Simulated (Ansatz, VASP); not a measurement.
## Two plane-wave programs on Na

```
Na
1.0
    -1.82162    1.82162    2.55695
     1.82162   -1.82162    2.55695
     1.82162    1.82162   -2.55695
Na
1
Cartesian
  0.0000 0.0000 0.0000
```

Alike in both runs: functional PBE; dispersion D3(BJ); k mesh 16 × 16 × 16; occupations gaussian, width 0.1 eV; no spin polarisation.

Ansatz relaxed the structure, and its values are those at the end. VASP's run is a single point on that final structure, the one shown.

```csv
,VASP,Ansatz
version,VASP 6.6.1,Ansatz 0.2.0
potentials or method,"VASP PAW PBE potentials, release 64 (Na_pv), cutoff 520 eV","scalar-relativistic, plane waves, PAW"
valence electrons in the cell,7,9
```

|  | VASP | Ansatz | Ansatz less VASP |
| --- | --- | --- | --- |
| gap on the k mesh at the Fermi level (eV) | none | none | - |
| pressure (GPa) | 0.0 | 0.0 | +0.03 |

A gap of «none» marks a metal or a gap that the smearing closes. VASP's potentials hold 7 valence electrons a cell and Ansatz's 9, so a difference there can come from the potentials and not from the codes.
